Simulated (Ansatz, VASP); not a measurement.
## One calculation of GaN, two programs

POSCAR

```
GaN
1.0
    0.0000000000      2.2714420703      2.2714420703
    2.2714420703      0.0000000000      2.2714420703
    2.2714420703      2.2714420703      0.0000000000
Ga N
1 1
Direct
    0.0000000000      0.0000000000      0.0000000000
    0.2500000000      0.2500000000      0.2500000000
```

Contents of INCAR.step1:

```
SYSTEM = GaN
ALGO = Normal
EDIFF = 1E-4
ENCUT = 520
GGA = PE
ISMEAR = 0
LASPH = .True.
LCHARG = .False.
LREAL = .False.
LWAVE = .True.
NBANDS = 16
NELM = 80
PREC = Accurate
SIGMA = 0.01
```

File INCAR.step2:

```
SYSTEM = GaN
ALGO = Normal
EDIFF = 1E-7
ENCUT = 520
ISIF = 2
ISMEAR = 0
ISTART = 1
LASPH = .True.
LCHARG = .False.
LMIXTAU = .True.
LREAL = .False.
LWAVE = .False.
METAGGA = R2SCAN
NBANDS = 16
NELM = 80
PREC = Accurate
SIGMA = 0.01
```

Contents of KPOINTS:

```
k-points
0
Gamma
  10 10 10
  0 0 0
```

Input for Ansatz:

```yaml
crystal:
  lattice:
    - [0.0, 2.2714420703, 2.2714420703]
    - [2.2714420703, 0.0, 2.2714420703]
    - [2.2714420703, 2.2714420703, 0.0]
  atoms:
    - { symbol: Ga, position: [0.0, 0.0, 0.0] }
    - { symbol: "N", position: [0.25, 0.25, 0.25] }
kpoints:
  mp_grid: { grid: [10, 10, 10] }
  band_path:
    path:
      - [0.0, 0.0, 0.0]
      - [-0.5, -0.5, 0.0]
      - [-0.375, -0.375, 0.25]
      - [-0.375, 0.0, 0.375]
      - [0.0, 0.0, 0.5]
      - [-0.5, -0.25, 0.25]
    npoints: 1
hamiltonian:
  xc: r2scan
scf:
  occupations: { method: fixed }
  n_extra_bands: 4
output:
  forces: true
  stress: true
  eigenvalues: true
```

Change from the starting cell: hydrostatic strain +1.0%.

Alike in both runs: task single point; functional r2SCAN; k mesh 10 × 10 × 10; no spin polarisation.

```csv
,VASP,Ansatz
version,VASP 6.6.1,Ansatz 0.2.0
potentials or method,"VASP PAW PBE potentials, release 64 (Ga_d, N)","plane waves, PAW"
plane-wave cutoff (eV),520,500
occupations,"gaussian, width 0.01 eV",fixed
valence electrons in the cell,18,18
```

VASP gave:

| Property | Result |
| --- | --- |
| gap on the k mesh at the Fermi level (eV) | 1.96 |
| pressure (GPa) | -4.5 |

**Question.** Estimate Ansatz's values.

**Answer.** gap on the k mesh at the Fermi level (eV): 1.97; pressure (GPa): -5.5.

VASP's potentials were made for PBE, not for r2SCAN.
